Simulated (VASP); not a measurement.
# Ti (P6_3/mmc) in VASP: notebook

The runs below take Ti through single point, with LDA.

All numbers are computed with VASP 6.6.1; they aren't measurements. Logs are shortened: lines on timing, memory, paths and dates and some standing lists are left out, and cuts for length are marked.

## (1) The cell of the first run

It takes space group P6_3/mmc (No. 194, hexagonal). The conventional cell has a = 2.864 Å, b = 2.864 Å, c = 4.540 Å, α = 90.00°, β = 90.00°, γ = 120.00°. Within 3.7 Å of Ti (site symmetry -6m2) lie 12 Ti at 2.81 to 2.86 Å.

## (2) Single point, LDA

The input, INCAR:

```
SYSTEM = Ti
PREC = Accurate
ENCUT = 520
EDIFF = 1E-7
ISMEAR = -1
SIGMA = 0.1
LREAL = .False.
LASPH = .True.
NELM = 60
ALGO = Normal
ISIF = 2
LWAVE = .False.
LCHARG = .False.
NBANDS = 19
```

The input, KPOINTS:

```
regular mesh
0
Gamma
  13 13 7
  0 0 0
```

The input, POSCAR:

```
Ti
1.0
    2.8638698861      0.0000000000      0.0000000000
   -1.4319349430      2.4801840745      0.0000000000
    0.0000000000      0.0000000000      4.5399943151
Ti
2
Direct
    0.3333333333      0.6666666667      0.2500000000
    0.6666666667      0.3333333333      0.7500000000
```

Potentials or basis: VASP PAW LDA potentials, release 64 (Ti_sv).

Launch:

```
$ cat potpaw_LDA.64/Ti_sv/POTCAR > POTCAR
$ mpirun -np 1 vasp_std > vasp.out
```

OUTCAR:

```text
SYSTEM = Ti
   PREC = Accurate
   ENCUT = 520
   EDIFF = 1E-7
   ISMEAR = -1
   LREAL = .False.
   LASPH = .True.
   NELM = 60
   ISIF = 2

 ion  position               nearest neighbor table
   1  0.333  0.667  0.250-   2 2.81   2 2.81   2 2.81   2 2.81   2 2.81   2 2.81
   2  0.667  0.333  0.750-   1 2.81   1 2.81   1 2.81   1 2.81   1 2.81   1 2.81

  LATTYP: Found a hexagonal cell.
 ALAT       =     2.8638698861
 C/A-ratio  =     1.5852655657

  Lattice vectors:

 A1 = (   2.8638698861,   0.0000000000,   0.0000000000)
 A2 = (  -1.4319349430,   2.4801840745,   0.0000000000)
 A3 = (   0.0000000000,   0.0000000000,   4.5399943151)

Analysis of symmetry for initial positions (statically):
=====================================================================
 Subroutine PRICEL returns:
 Original cell was already a primitive cell.

 Routine SETGRP: Setting up the symmetry group for a
 hexagonal supercell.

 Subroutine GETGRP returns: Found 24 space group operations
 (whereof 12 operations were pure point group operations)
 out of a pool of 24 trial point group operations.

The static configuration has the point symmetry D_3d.
 The point group associated with its full space group is D_6h.

Analysis of symmetry for dynamics (positions and initial velocities):
=====================================================================
 Subroutine PRICEL returns:
 Original cell was already a primitive cell.

 Routine SETGRP: Setting up the symmetry group for a
 hexagonal supercell.

 Subroutine GETGRP returns: Found 24 space group operations
 (whereof 12 operations were pure point group operations)
 out of a pool of 24 trial point group operations.

The dynamic configuration has the point symmetry D_3d.
 The point group associated with its full space group is D_6h.

 Subroutine INISYM returns: Found 24 space group operations
 (whereof 12 operations are pure point group operations),
 and found     1 'primitive' translations

----------------------------------------------------------------------------------------

                                     Primitive cell

  volume of cell :      32.2472

  direct lattice vectors                    reciprocal lattice vectors
     2.863869886  0.000000000  0.000000000     0.349177875  0.201597940  0.000000000
    -1.431934943  2.480184074  0.000000000     0.000000000  0.403195880  0.000000000
     0.000000000  0.000000000  4.539994315     0.000000000  0.000000000  0.220264593

  length of vectors
     2.863869886  2.863869886  4.539994315     0.403195880  0.403195880  0.220264593

  position of ions in fractional coordinates (direct lattice)
     0.333333333  0.666666667  0.250000000
     0.666666667  0.333333333  0.750000000

  ion indices of the primitive-cell ions
   primitive index   ion index
                 1           1
                 2           2

----------------------------------------------------------------------------------------

 KPOINTS: regular mesh

Automatic generation of k-mesh.
 Grid dimensions read from file:
 generate k-points for:   13   13    7

 Generating k-lattice:

  Cartesian coordinates                     Fractional coordinates (reciprocal lattice)
     0.026859837  0.015507534  0.000000000     0.076923077  0.000000000  0.000000000
     0.000000000  0.031015068  0.000000000     0.000000000  0.076923077  0.000000000
     0.000000000  0.000000000  0.031466370     0.000000000  0.000000000  0.142857143

  Length of vectors
     0.031015068  0.031015068  0.031466370

  Shift w.r.t. Gamma in fractional coordinates (k-lattice)
     0.000000000  0.000000000  0.000000000

 Subroutine IBZKPT returns following result:
 ===========================================

 Found     84 irreducible k-points:

 Following reciprocal coordinates:
            Coordinates               Weight
  0.000000  0.000000  0.000000      1.000000
  0.076923  0.000000  0.000000      6.000000
  0.153846 -0.000000  0.000000      6.000000
  0.230769 -0.000000  0.000000      6.000000
  0.307692 -0.000000  0.000000      6.000000
  0.384615 -0.000000  0.000000      6.000000
[... 16 lines left out ...]
  0.076923  0.000000  0.142857     12.000000
  0.153846 -0.000000  0.142857     12.000000
 [... further k-points ...]
   k-points           NKPTS =     84   k-points in BZ     NKDIM =     84   number of bands    NBANDS=     19
   number of dos      NEDOS =    301   number of ions     NIONS =      2
   total plane-waves  NPLWV =  20736
   dimension x,y,z NGX =    24 NGY =   24 NGZ =   36
   dimension x,y,z NGXF=    48 NGYF=   48 NGZF=   72
   ions per type =               2
   NGX,Y,Z   is equivalent  to a cutoff of  13.93, 13.93, 13.18 a.u.
   NGXF,Y,Z  is equivalent  to a cutoff of  27.86, 27.86, 26.37 a.u.
 SYSTEM =  Ti
   PREC   = accura    normal or accurate (medium, high low for compatibility)
   ISTART =      0    job   : 0-new  1-cont  2-samecut
   ICHARG =      2    charge: 1-file 2-atom 10-const
   ISPIN  =      1    spin polarized calculation?
   LNONCOLLINEAR =      F non collinear calculations
   LSORBIT =      F    spin-orbit coupling
   LASPH  =      T    aspherical Exc in radial PAW
   ENCUT  =  520.0 eV  38.22 Ry    6.18 a.u.   5.32  5.32  8.44*2*pi/ulx,y,z
   NELM   =     60;   NELMIN=  2; NELMDL= -5     # of ELM steps
   EDIFF  = 0.1E-06   stopping-criterion for ELM
   LREAL  =      F    real-space projection
   EDIFFG = 0.1E-05   stopping-criterion for IOM
   NSW    =      0    number of steps for IOM
   IBRION =     -1    ionic relax: 0-MD 1-quasi-New 2-CG
   NFREE  =      0    steps in history (QN), initial steepest desc. (CG)
   ISIF   =      2    stress and relaxation
   ISYM   =      2    0-nonsym 1-usesym 2-fastsym
   POTIM  = 0.5000    time-step for ionic-motion
   TEBEG  =    0.0;   TEEND  =   0.0 temperature during run
   PSTRESS=    0.0 pullay stress
   NELECT =      24.0000    total number of electrons
   NUPDOWN=      -1.0000    fix difference up-down
   EMIN   =  10.00;   EMAX   =-10.00  energy-range for DOS
   EFERMI =   0.00;   METHOD = LEGACY
   ISMEAR =    -1;   SIGMA  =   0.10  broadening in eV -4-tet -1-fermi 0-gaus
   EFERMI_NEDOS =   21; number of points for ismear=-14 and -15
   IALGO  =     38    algorithm
   IMIX   =      4    mixing-type and parameters
     AMIX     =   0.40;   BMIX     =  1.00
     AMIX_MAG =   1.60;   BMIX_MAG =  1.00
  volume/ion in A,a.u.               =      16.12       108.81
  Fermi-wavevector in a.u.,A,eV,Ry     =   1.483592  2.803582 29.947028  2.201044
  Thomas-Fermi vector in A             =   2.597234
   LORBIT       =      0    0 simple, 1 ext, 2 COOP (PROOUT), +10 PAW based schemes
   GGA     = CA    functional components
   LHFCALC =     F    Hartree Fock is set to
   AEXX    =    0.0000 exact exchange contribution
   IVDW    =     0    specifies the selected vdW correction
   LEPSILON=     F    determine dielectric tensor
   LRPA    =     F    only Hartree local field effects (RPA)
 non-spin polarized calculation
  energy-cutoff  :      520.00
  volume of cell :       32.25
 maximum number of plane-waves:       883
 NGX is ok and might be reduce to    24
   NGX = 11   NGY = 11   NGZ = 17

 number of electron      24.0000004 magnetization

 Free energy of the ion-electron system (eV)
  ---------------------------------------------------
  ext. energy  EPLUGINS =         0.00000000
  ---------------------------------------------------
  free energy    TOTEN  =       -17.13484141 eV

  energy without entropy =      -17.06056077  energy(sigma->0) =      -17.09770109

 E-fermi :   8.8776     XC(G=0): -12.1445

 val. band max:        8.8734767680   @ k =   0.3077   0.3077   0.2857
 cond. band min:       8.9049028556   @ k =   0.1538  -0.0000   0.0000
 fundamental gap:      0.0314260876
 Fermi energy:         8.8775766341

 k-point     1 :       0.0000    0.0000    0.0000
  band No.  band energies     occupation
      1     -47.1426      2.00000
      2     -46.9484      2.00000
      3     -24.2095      2.00000
      4     -23.3888      2.00000
      5     -23.3888      2.00000
      6     -23.2830      2.00000
[... 11 lines left out ...]
     18      10.6238      0.00000
     19      12.3262      0.00000

 k-point     2 :       0.0769    0.0000    0.0000
  band No.  band energies     occupation
      1     -47.1343      2.00000
      2     -46.9451      2.00000
      3     -24.1925      2.00000
      4     -23.4242      2.00000
      5     -23.4006      2.00000
      6     -23.2965      2.00000
[... 11 lines left out ...]
     18      10.5208      0.00000
     19      12.3824      0.00000

 k-point     3 :       0.1538   -0.0000    0.0000
  band No.  band energies     occupation
      1     -47.1109      2.00000
      2     -46.9362      2.00000
      3     -24.1434      2.00000
      4     -23.5228      2.00000
      5     -23.4322      2.00000
      6     -23.3964      2.00000
[... 11 lines left out ...]
     18      10.6871      0.00000
     19      12.5052      0.00000

 k-point     4 :       0.2308   -0.0000    0.0000
  band No.  band energies     occupation
      1     -47.0765      2.00000
      2     -46.9249      2.00000
      3     -24.0683      2.00000
      4     -23.6629      2.00000
      5     -23.5324      2.00000
      6     -23.4749      2.00000
[... 11 lines left out ...]
     18      11.1906      0.00000
     19      12.6275      0.00000

 k-point     5 :       0.3077   -0.0000    0.0000
  band No.  band energies     occupation
      1     -47.0374      2.00000
      2     -46.9151      2.00000
      3     -23.9771      2.00000
      4     -23.8126      2.00000
      5     -23.6711      2.00000
      6     -23.5185      2.00000
[... 11 lines left out ...]
     18      11.7832      0.00000
     19      12.7182      0.00000
[... 334 lines left out ...]
      2     -46.9218      2.00000
      3     -23.9019      2.00000
      4     -23.7736      2.00000
      5     -23.7261      2.00000
      6     -23.6922      2.00000
[... 11 lines left out ...]
     18      12.4945      0.00000
     19      14.9599      0.00000

 k-point    22 :       0.0000    0.0000    0.1429
  band No.  band energies     occupation
      1     -47.1332      2.00000
      2     -46.9582      2.00000
      3     -24.1656      2.00000
      4     -23.3825      2.00000
      5     -23.3825      2.00000
      6     -23.3311      2.00000
[... 11 lines left out ...]
     18      10.8306      0.00000
     19      12.3375      0.00000

 k-point    23 :       0.0769    0.0000    0.1429
  band No.  band energies     occupation
      1     -47.1251      2.00000
      2     -46.9546      2.00000
      3     -24.1507      2.00000
      4     -23.4169      2.00000
      5     -23.3939      2.00000
      6     -23.3540      2.00000
[... 11 lines left out ...]
     18      10.7865      0.00000
     19      12.3830      0.00000

 k-point    24 :       0.1538   -0.0000    0.1429
  band No.  band energies     occupation
      1     -47.1024      2.00000
      2     -46.9450      2.00000
      3     -24.1087      2.00000
      4     -23.5127      2.00000
      5     -23.4386      2.00000
      6     -23.4246      2.00000
[... 11 lines left out ...]
     18      10.8194      0.00000
     19      12.4813      0.00000

 [... further k-points ...]
[... 5 lines left out ...]
  --------------------------------------------------------------------------------------
  -------------------------------------------------------------------------------------
  Total       -0.0439467     -0.0439467     -0.0366201     -0.0000000      0.0000000      0.0000000
  in kB       -2.1834572     -2.1834572     -1.8194393     -0.0000000      0.0000000      0.0000000
  external PRESSURE =      -2.0621179 kB  Pullay stress =       0.0000000 kB

 VOLUME and BASIS-vectors are now :
 -----------------------------------------------------------------------------
  energy-cutoff  :      520.00
  volume of cell :       32.25
      direct lattice vectors                 reciprocal lattice vectors
     2.863869886  0.000000000  0.000000000     0.349177875  0.201597940  0.000000000
    -1.431934943  2.480184074  0.000000000     0.000000000  0.403195880  0.000000000
     0.000000000  0.000000000  4.539994315     0.000000000  0.000000000  0.220264593

 POSITION                                       TOTAL-FORCE (eV/Angst)
 -----------------------------------------------------------------------------------
     -0.00000      1.65346      1.13500        -0.000000      0.000000      0.000000
      1.43193      0.82673      3.40500         0.000000     -0.000000      0.000000
 -----------------------------------------------------------------------------------
    total drift:                               -0.000000      0.000000     -0.000000

  FREE ENERGIE OF THE ION-ELECTRON SYSTEM (eV)
  ---------------------------------------------------
  free  energy   TOTEN  =       -17.1348414054 eV

  energy  without entropy=      -17.0605607687  energy(sigma->0) =      -17.09770109
```

Run time: 23 s. Hardware: 1 thread of Intel Xeon Platinum 8559C (Emerald Rapids), shared host; peak memory 0.16 GiB.

What came out:

* Free energy: -17.1348 eV
* Pressure: -0.2 GPa
* Band gap on the k mesh: zero (band 12 reaches 9.68 eV, above the bottom of band 13 at 8.59 eV)

(Continued in part 2 of 2.)
